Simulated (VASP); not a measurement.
# AlN (R-3m) in VASP: further runs

AlN is run at these levels: PBE; tasks: single point.

Everything below comes from runs of VASP 6.6.1. Logs are shortened: lines on timing, memory, paths and dates and some standing lists are left out, and cuts for length are marked.

## 1. The cell of the first run

The structure is trigonal, space group R-3m (No. 166). Conventional cell: a = 2.811 Å, b = 2.811 Å, c = 6.783 Å, α = 90.00°, β = 90.00°, γ = 120.00°. Within 2.6 Å of Al (site symmetry -3m) lie 6 N at 1.98 Å. N (site symmetry -3m) has 6 Al at 1.98 Å within 2.6 Å.

## 2. Single point, PBE (equal xy, yz and zx shear strains of -1 %)

Input file INCAR:

```
SYSTEM = AlN
PREC     = Accurate       ! precision mode
ENCUT    = 520            ! plane-wave cutoff, eV
EDIFF    = 1E-7           ! SCF threshold, eV
ISMEAR   = -1             ! smearing method
SIGMA    = 0.02           ! smearing width, eV
LREAL    = .FALSE.        ! projectors in reciprocal space
LASPH    = .TRUE.         ! aspherical terms in the spheres
NELM     = 80             ! most SCF steps
ALGO     = Normal         ! electronic algorithm
ISIF     = 2              ! what is computed and relaxed
LWAVE    = .FALSE.        ! write WAVECAR
LCHARG   = .TRUE.         ! write CHGCAR
GGA      = PE             ! functional
LELF     = .TRUE.         ! ELF
LVHAR    = .TRUE.       
NBANDS   = 11             ! bands
```

Input file KPOINTS:

```
regular mesh
0
G
  10 10 10
  0 0 0
```

Input file POSCAR:

```
AlN
1.0
   -0.0197800000      1.9681100000      1.9681100000
    1.9681100000     -0.0197800000      1.9681100000
    1.9681100000      1.9681100000     -0.0197800000
Al N
1 1
Direct
    0.0000000000      0.0000000000      0.0000000000
    0.5000000000      0.5000000000      0.5000000000
```

Potentials or basis: VASP PAW PBE potentials, release 64 (Al, N).

Run with:

```bash
$ cat potpaw_PBE.64/Al/POTCAR potpaw_PBE.64/N/POTCAR > POTCAR
$ mpirun -np 1 vasp_std > vasp.out
```

OUTCAR:

```text
SYSTEM = AlN
   PREC = Accurate
   ENCUT = 520
   EDIFF = 1E-7
   ISMEAR = -1
   LREAL = .FALSE.
   LASPH = .TRUE.
   NELM = 80
   ISIF = 2
   GGA = PE

 ion  position               nearest neighbor table
   1  0.000  0.000  0.000-   2 1.98   2 1.98   2 1.98   2 1.98   2 1.98   2 1.98
   2  0.500  0.500  0.500-   1 1.98   1 1.98   1 1.98   1 1.98   1 1.98   1 1.98

  LATTYP: Found a trigonal (rhomboedric) cell.
 ALAT       =     2.7833981376
 COS(alpha) =     0.4899250057

  Lattice vectors:

 A1 = (  -0.0197800000,   1.9681100000,   1.9681100000)
 A2 = (   1.9681100000,  -0.0197800000,   1.9681100000)
 A3 = (   1.9681100000,   1.9681100000,  -0.0197800000)

Analysis of symmetry for initial positions (statically):
=====================================================================
 Subroutine PRICEL returns:
 Original cell was already a primitive cell.

 Routine SETGRP: Setting up the symmetry group for a
 trigonal (rhombohedral) supercell.

 Subroutine GETGRP returns: Found 12 space group operations
 (whereof 12 operations were pure point group operations)
 out of a pool of 12 trial point group operations.

The static configuration has the point symmetry D_3d.

Analysis of symmetry for dynamics (positions and initial velocities):
=====================================================================
 Subroutine PRICEL returns:
 Original cell was already a primitive cell.

 Routine SETGRP: Setting up the symmetry group for a
 trigonal (rhombohedral) supercell.

 Subroutine GETGRP returns: Found 12 space group operations
 (whereof 12 operations were pure point group operations)
 out of a pool of 12 trial point group operations.

The dynamic configuration has the point symmetry D_3d.

 Subroutine INISYM returns: Found 12 space group operations
 (whereof 12 operations are pure point group operations),
 and found     1 'primitive' translations

----------------------------------------------------------------------------------------

                                     Primitive cell

  volume of cell :      15.4766

  direct lattice vectors                    reciprocal lattice vectors
    -0.019780000  1.968110000  1.968110000    -0.250252654  0.252793290  0.252793290
     1.968110000 -0.019780000  1.968110000     0.252793290 -0.250252654  0.252793290
     1.968110000  1.968110000 -0.019780000     0.252793290  0.252793290 -0.250252654
[... 90 lines left out ...]
   ISIF   =      2    stress and relaxation
   ISYM   =      2    0-nonsym 1-usesym 2-fastsym
   POTIM  = 0.5000    time-step for ionic-motion
   TEBEG  =    0.0;   TEEND  =   0.0 temperature during run
   PSTRESS=    0.0 pullay stress
   NELECT =       8.0000    total number of electrons
   NUPDOWN=      -1.0000    fix difference up-down
   EMIN   =  10.00;   EMAX   =-10.00  energy-range for DOS
   EFERMI =   0.00;   METHOD = LEGACY
   ISMEAR =    -1;   SIGMA  =   0.02  broadening in eV -4-tet -1-fermi 0-gaus
   EFERMI_NEDOS =   21; number of points for ismear=-14 and -15
   IALGO  =     38    algorithm
   IMIX   =      4    mixing-type and parameters
     AMIX     =   0.40;   BMIX     =  1.00
     AMIX_MAG =   1.60;   BMIX_MAG =  1.00
  volume/ion in A,a.u.               =       7.74        52.22
  Fermi-wavevector in a.u.,A,eV,Ry     =   1.313851  2.482818 23.486436  1.726204
  Thomas-Fermi vector in A             =   2.444145
   LORBIT       =      0    0 simple, 1 ext, 2 COOP (PROOUT), +10 PAW based schemes
   GGA     = PE    functional components
   LHFCALC =     F    Hartree Fock is set to
   AEXX    =    0.0000 exact exchange contribution
   IVDW    =     0    specifies the selected vdW correction
   LEPSILON=     F    determine dielectric tensor
   LRPA    =     F    only Hartree local field effects (RPA)
 non-spin polarized calculation
  energy-cutoff  :      520.00
  volume of cell :       15.48
 maximum number of plane-waves:       430
 NGX is ok and might be reduce to    24
   NGX = 11   NGY = 11   NGZ = 11

 number of electron       8.0000000 magnetization

 Free energy of the ion-electron system (eV)
  ---------------------------------------------------
  ext. energy  EPLUGINS =         0.00000000
  ---------------------------------------------------
  free energy    TOTEN  =       -14.43954394 eV

  energy without entropy =      -14.43954394  energy(sigma->0) =      -14.43954394

 E-fermi :  11.3914     XC(G=0): -12.5959

 val. band max:       10.9816199407   @ k =   0.0000   0.0000   0.0000
 cond. band min:      15.8845385503   @ k =   0.5000   0.5000  -0.0000
 fundamental gap:      4.9029186097
 Fermi energy:        11.3913962843

 k-point     1 :       0.0000    0.0000    0.0000
  band No.  band energies     occupation
      1      -7.3256      2.00000
      2      10.7657      2.00000
      3      10.7657      2.00000
      4      10.9816      2.00000
      5      17.4809      0.00000
      6      23.0529      0.00000
      7      23.0529      0.00000
      8      23.5558      0.00000
      9      28.5211      0.00000
     10      29.1185      0.00000
     11      29.1185      0.00000
[... 309 lines left out ...]
 k-point    24 :       0.4000    0.3000   -0.0000
  band No.  band energies     occupation
      1      -4.0934      2.00000
      2       4.7062      2.00000
      3       7.7744      2.00000
      4       8.5128      2.00000
      5      17.4030      0.00000
      6      18.0017      0.00000
      7      23.8023      0.00000
      8      27.3578      0.00000
      9      28.0649      0.00000
     10      33.4336      0.00000
     11      36.6123      0.00000

 [... further k-points ...]

------------------------ aborting loop because EDIFF is reached ----------------------------------------

  FORCE on cell =-STRESS in cart. coord.  units (eV):
  Direction    XX          YY          ZZ          XY          YZ          ZX
  --------------------------------------------------------------------------------------
  -------------------------------------------------------------------------------------
  Total        2.4412135      2.4412135      2.4412135      0.3273330      0.3273330      0.3273330
  in kB      252.7203221    252.7203221    252.7203221     33.8863088     33.8863088     33.8863088
  external PRESSURE =     252.7203221 kB  Pullay stress =       0.0000000 kB

 VOLUME and BASIS-vectors are now :
 -----------------------------------------------------------------------------
  energy-cutoff  :      520.00
  volume of cell :       15.48
      direct lattice vectors                 reciprocal lattice vectors
    -0.019780000  1.968110000  1.968110000    -0.250252654  0.252793290  0.252793290
     1.968110000 -0.019780000  1.968110000     0.252793290 -0.250252654  0.252793290
     1.968110000  1.968110000 -0.019780000     0.252793290  0.252793290 -0.250252654

 POSITION                                       TOTAL-FORCE (eV/Angst)
 -----------------------------------------------------------------------------------
      0.00000      0.00000      0.00000        -0.000000     -0.000000      0.000000
      1.95822      1.95822      1.95822         0.000000      0.000000     -0.000000
 -----------------------------------------------------------------------------------
    total drift:                               -0.000000     -0.000000      0.000000

  FREE ENERGIE OF THE ION-ELECTRON SYSTEM (eV)
  ---------------------------------------------------
  free  energy   TOTEN  =       -14.4395439367 eV

  energy  without entropy=      -14.4395439367  energy(sigma->0) =      -14.43954394
```

OSZICAR:

```text
N       E                     dE             d eps       ncg     rms          rms(c)
DAV:   1     0.113101883264E+02    0.11310E+02   -0.41431E+03  2608   0.631E+02
DAV:   2    -0.155112823396E+02   -0.26821E+02   -0.25689E+02  3111   0.142E+02
DAV:   3    -0.162472735502E+02   -0.73599E+00   -0.73486E+00  3056   0.214E+01
DAV:   4    -0.162503041519E+02   -0.30306E-02   -0.30304E-02  2885   0.148E+00
DAV:   5    -0.162503300433E+02   -0.25891E-04   -0.25891E-04  2990   0.127E-01    0.788E+00
DAV:   6    -0.144679499086E+02    0.17824E+01   -0.71798E+00  2840   0.147E+01    0.286E+00
DAV:   7    -0.144448199064E+02    0.23130E-01   -0.22514E-01  2886   0.335E+00    0.186E+00
DAV:   8    -0.144398545356E+02    0.49654E-02   -0.14894E-02  2741   0.106E+00    0.357E-01
DAV:   9    -0.144394997638E+02    0.35477E-03   -0.13967E-03  2897   0.232E-01    0.161E-01
DAV:  10    -0.144395509661E+02   -0.51202E-04   -0.14053E-04  2821   0.855E-02    0.507E-02
DAV:  11    -0.144395441153E+02    0.68508E-05   -0.22593E-05  2990   0.273E-02    0.781E-03
DAV:  12    -0.144395439593E+02    0.15607E-06   -0.71641E-07  2810   0.714E-03    0.129E-03
DAV:  13    -0.144395439367E+02    0.22552E-07   -0.16142E-08  1501   0.846E-04
   1 F= -.14439544E+02 E0= -.14439544E+02  d E =-.108985E-11
```

Run time: 29 s. Hardware: 1 thread of Intel Xeon 8259CL, shared host; peak memory 0.14 GiB.

Results:

- Free energy: -14.4395 eV
- Pressure: 25.3 GPa
- Band gap on the k mesh: 4.90 eV, indirect (least direct gap 6.50 eV)

Caveat: the cell differs from its parent crystal (equal xy, yz and zx shear strains of -1 %).

## 3. Single point, PBE (equal xy, yz and zx shear strains of +2 %)

Input file INCAR:

```
ALGO = Normal
EDIFF = 1E-7
ENCUT = 520
GGA = PE
ISIF = 2
ISMEAR = -1
LASPH = True
LCHARG = True
LELF = True
LREAL = False
LVHAR = True
LWAVE = False
NBANDS = 11
NELM = 60
PREC = Accurate
SIGMA = 0.02
```

Input file KPOINTS:

```
k-points
0
Gamma
  10 10 10
```

Input file POSCAR:

```
AlN
1.0
    0.0395600000      1.9977800000      1.9977800000
    1.9977800000      0.0395600000      1.9977800000
    1.9977800000      1.9977800000      0.0395600000
Al N
1 1
Direct
    0.0000000000      0.0000000000      0.0000000000
    0.5000000000      0.5000000000      0.5000000000
```

Potentials or basis: VASP PAW PBE potentials, release 64 (Al, N).

Run with:

```bash
$ cat potpaw_PBE.64/Al/POTCAR potpaw_PBE.64/N/POTCAR > POTCAR
$ mpirun -np 1 vasp_std > vasp.out
```

It took 35 s on 1 thread of Intel Xeon 8259CL, shared host; peak memory 0.14 GiB.

Results (log left out):

```
Free energy            : -14.4238 eV
Pressure               : 25.4 GPa
Band gap on the k mesh : 4.73 eV, indirect (least direct gap 6.44 eV)
```

Stress tensor (GPa, compression positive):
```
25.41 -7.07 -7.07
-7.07 25.41 -7.07
-7.07 -7.07 25.41
```

Levels at points of the mesh, in eV from the valence-band top:
| k point | band 2 | band 3 | band 4 | band 5 | band 6 | band 7 |
| --- | --- | --- | --- | --- | --- | --- |
| (0.00, 0.00, 0.00) | -0.45 | 0.00 | 0.00 | 6.44 | 11.67 | 12.54 |
| (0.50, 0.00, 0.00) | -8.81 | -1.57 | -1.28 | 6.23 | 11.09 | 11.42 |
| (0.50, 0.50, 0.00) | -7.98 | -3.34 | -2.90 | 4.73 | 5.41 | 14.66 |
| (0.50, 0.50, 0.50) | -9.11 | -1.13 | -1.13 | 6.84 | 11.88 | 11.88 |

Caveat: the cell differs from its parent crystal (equal xy, yz and zx shear strains of +2 %). A k mesh can miss the band edges.

## 4. Single point, PBE (equal xy, yz and zx shear strains of -2 %)

Input file INCAR:

```
SYSTEM = AlN
PREC = Accurate
ENCUT = 520
EDIFF = 1E-6
ISMEAR = -1
SIGMA = 0.02
LREAL = .False.
LASPH = .True.
NELM = 80
ALGO = Normal
ISIF = 2
LWAVE = .False.
LCHARG = .False.
GGA = PE
NBANDS = 11
```

Input file KPOINTS:

```
regular mesh
0
Gamma
  10 10 10
  0 0 0
```

Input file POSCAR:

```
AlN
1.0
   -0.0395600000      1.9582200000      1.9582200000
    1.9582200000     -0.0395600000      1.9582200000
    1.9582200000      1.9582200000     -0.0395600000
Al N
1 1
Direct
    0.0000000000      0.0000000000      0.0000000000
    0.5000000000      0.5000000000      0.5000000000
```

Run with:

```bash
$ cat potpaw_PBE.64/Al/POTCAR potpaw_PBE.64/N/POTCAR > POTCAR
$ mpirun -np 1 vasp_std > vasp.out
```

Wall time 33 s (1 thread of Intel Xeon 8259CL, shared host); peak memory 0.14 GiB.

The run converged. Its results:

| Quantity | Value |
| --- | --- |
| Free energy | -14.4243 eV |
| Pressure | 25.4 GPa |
| Band gap on the k mesh | 4.60 eV, indirect (least direct gap 6.33 eV) |

Stress tensor (GPa, compression positive):
```
25.40  6.68  6.68
 6.68 25.40  6.68
 6.68  6.68 25.40
```

Levels at points of the mesh, in eV from the valence-band top:
| k point | band 1 | band 2 | band 3 | band 4 | band 5 | band 6 | band 7 | band 8 |
| --- | --- | --- | --- | --- | --- | --- | --- | --- |
| (0.00, 0.00, 0.00) | -18.45 | -0.42 | -0.42 | 0.00 | 6.33 | 11.77 | 11.77 | 12.81 |
| (0.50, 0.00, 0.00) | -14.97 | -9.09 | -1.55 | -1.27 | 6.39 | 11.24 | 11.66 | 13.86 |
| (0.50, 0.50, 0.00) | -13.84 | -8.12 | -3.47 | -3.03 | 4.60 | 5.29 | 14.53 | 17.91 |
| (0.50, 0.50, 0.50) | -14.74 | -8.80 | -1.71 | -1.71 | 5.85 | 10.77 | 10.77 | 14.34 |

Caveat: the cell differs from its parent crystal (equal xy, yz and zx shear strains of -2 %). A k mesh can miss the band edges.

## 5. Single point, PBE (equal xy, yz and zx shear strains of +1 %)

Input file INCAR:

```
SYSTEM = AlN
  PREC = Accurate
  ENCUT = 520
  EDIFF = 1E-7
  ISMEAR = -1
  SIGMA = 0.02
  LREAL = .FALSE.
  LASPH = .TRUE.
  NELM = 100
  ALGO = Normal
  ISIF = 2
  LWAVE = .FALSE.
  LCHARG = .TRUE.
  GGA = PE
  LELF = .TRUE.
  LVHAR = .TRUE.
  NBANDS = 11
```

Input file KPOINTS:

```
Automatic mesh
0
G
  10 10 10
  0 0 0
```

Input file POSCAR:

```
AlN
1.0
    0.0197800000      1.9878900000      1.9878900000
    1.9878900000      0.0197800000      1.9878900000
    1.9878900000      1.9878900000      0.0197800000
Al N
1 1
Direct
    0.0000000000      0.0000000000      0.0000000000
    0.5000000000      0.5000000000      0.5000000000
```

Run with:

```bash
$ cat potpaw_PBE.64/Al/POTCAR potpaw_PBE.64/N/POTCAR > POTCAR
$ mpirun -np 1 vasp_std > vasp.out
```

Run time: 33 s. Hardware: 1 thread of Intel Xeon 8259CL, shared host; peak memory 0.14 GiB.

The run converged. Its results:

- Free energy: -14.4395 eV
- Pressure: 25.3 GPa
- Band gap on the k mesh: 4.97 eV, indirect (least direct gap 6.57 eV)

Stress tensor (GPa, compression positive):
```
25.27 -3.49 -3.49
-3.49 25.27 -3.49
-3.49 -3.49 25.27
```

Levels at points of the mesh, in eV from the valence-band top:
```tsv
k point	band 1	band 2	band 3	band 4	band 5	band 6	band 7	band 8	band 9
(0.00, 0.00, 0.00)	-18.24	-0.22	0.00	0.00	6.57	12.00	12.46	12.46	17.61
(0.50, 0.00, 0.00)	-14.68	-8.77	-1.39	-1.24	6.40	11.30	11.48	14.27	16.71
(0.50, 0.50, 0.00)	-13.63	-7.91	-3.15	-2.93	4.97	5.32	14.78	18.20	18.28
(0.50, 0.50, 0.50)	-14.79	-8.92	-1.17	-1.17	6.70	11.71	11.71	14.04	16.95
```

Caveat: the cell differs from its parent crystal (equal xy, yz and zx shear strains of +1 %).

(Part 1 of 2 ends here.)
